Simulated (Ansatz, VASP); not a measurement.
**BaS: VASP beside Ansatz**

File INCAR:

```
SYSTEM = BaS
PREC = Accurate ; ENCUT = 520
EDIFF = 1E-8 ; ISMEAR = -1
SIGMA = 0.02 ; LREAL = .FALSE.
LASPH = .TRUE. ; NELM = 100
ALGO = Normal ; ISIF = 2
LWAVE = .FALSE. ; LCHARG = .FALSE.
GGA = PS ; LEFG = .TRUE.
NBANDS = 15
```

The input KPOINTS:

```
Automatic mesh
0
G
  8 8 8
  0 0 0
```

POSCAR

```
BaS
1.0
    0.0000000000      3.1937500000      3.2256875000
    3.1937500000      0.0000000000      3.2256875000
    3.1937500000      3.1937500000      0.0000000000
Ba S
1 1
Direct
    0.0000000000      0.0000000000      0.0000000000
    0.5000000000      0.5000000000      0.5000000000
```

Input for Ansatz:

```yaml
crystal:
  lattice:
    - [0.0, 3.19375, 3.2256875]
    - [3.19375, 0.0, 3.2256875]
    - [3.19375, 3.19375, 0.0]
  atoms:
    - { symbol: Ba, position: [0.0, 0.0, 0.0] }
    - { symbol: S, position: [0.5, 0.5, 0.5] }
kpoints:
  mp_grid: { grid: [8, 8, 8] }
scf:
  occupations: { method: fermi_dirac, width: 0.02 }
hamiltonian:
  xc: pbesol
  pseudopotentials: { kind: all_electron, datasets: crystal }
output:
  forces: true
  stress: true
  eigenvalues: true
  efg: { contact_densities: true }
```

Change from the starting cell: zz strain of +1 %, crystal datasets.

Alike in both runs: task electric field gradients; functional PBEsol; k mesh 8 × 8 × 8; occupations fermi-dirac, width 0.02 eV; no spin polarisation.

```csv
,VASP,Ansatz
version,VASP 6.6.1,Ansatz 0.2.0
potentials or method,"VASP PAW PBE potentials, release 64 (Ba_sv, S), cutoff 520 eV","all-electron PAW with datasets made for the crystal, scalar-relativistic"
```

|  | VASP | Ansatz | Ansatz less VASP |
| --- | --- | --- | --- |
| gap on the k mesh at the Fermi level (eV) | 1.99 | 2.09 | +0.098 |
| pressure (GPa) | -0.9 | -1.5 | -0.60 |
| traceless stress, the component that is largest in VASP (GPa) | -0.51 | -0.46 | +0.050 |
| size of Vzz on the site where it differs most (V/Å²) | 12.7 | 12.1 | -0.61 |

VASP's potentials were made for PBE, not for PBEsol. Ansatz ran all-electron here, and VASP with PAW potentials.

Neither program's run includes spin-orbit coupling.
